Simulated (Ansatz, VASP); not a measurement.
## Ge3S in VASP and in Ansatz

Contents of INCAR:

```
  PREC = Accurate
  ENCUT = 520
  EDIFF = 1E-6
  ISMEAR = 0
  SIGMA = 0.1
  LREAL = False
  LASPH = True
  NELM = 80
  ALGO = Normal
  ISIF = 2
  LWAVE = False
  LCHARG = False
  GGA = PE
  NBANDS = 32
```

KPOINTS

```
Automatic mesh
0
Gamma
  4 4 4
```

The input POSCAR:

```
Ge3S
1.0
    0.0000000000      3.4257181000      3.4257181000
    3.4257181000      0.0000000000      3.4257181000
    3.4257181000      3.4257181000      0.0000000000
Ge S
3 1
Direct
    0.0000000000      0.0000000000      0.0000000000
    0.2500000000      0.2500000000      0.2500000000
    0.7500000000      0.7500000000      0.7500000000
    0.5000000000      0.5000000000      0.5000000000
```

Input for Ansatz:

```yaml
crystal:
  lattice:
    - [0.0, 3.4257181, 3.4257181]
    - [3.4257181, 0.0, 3.4257181]
    - [3.4257181, 3.4257181, 0.0]
  atoms:
    - { symbol: Ge, position: [0.0, 0.0, 0.0] }
    - { symbol: Ge, position: [0.25, 0.25, 0.25] }
    - { symbol: Ge, position: [0.75, 0.75, 0.75] }
    - { symbol: S, position: [0.5, 0.5, 0.5] }
basis:
  ecutwfc: 420
kpoints:
  mp_grid: { grid: [4, 4, 4] }
hamiltonian:
  xc: pbe
scf:
  occupations: { method: gaussian, width: 0.1 }
  lower_state_search: "off"
output:
  forces: true
  stress: true
  eigenvalues: true
```

Alike in both runs: task single point; functional PBE; k mesh 4 × 4 × 4; occupations gaussian, width 0.1 eV; no spin polarisation.

|  | VASP | Ansatz |
| --- | --- | --- |
| version | VASP 6.6.1 | Ansatz 0.2.0 |
| potentials or method | VASP PAW PBE potentials, release 64 (Ge_d, S), cutoff 520 eV | scalar-relativistic, plane waves, PAW |
| valence electrons in the cell | 48 | 48 |

```csv
,VASP,Ansatz,Ansatz less VASP
gap on the k mesh at the Fermi level (eV),none,none,-
pressure (GPa),-4.8,-5.0,-0.17
```

A gap of «none» marks a metal or a gap that the smearing closes.

The k mesh is coarse, so the values compare programs but aren't converged.
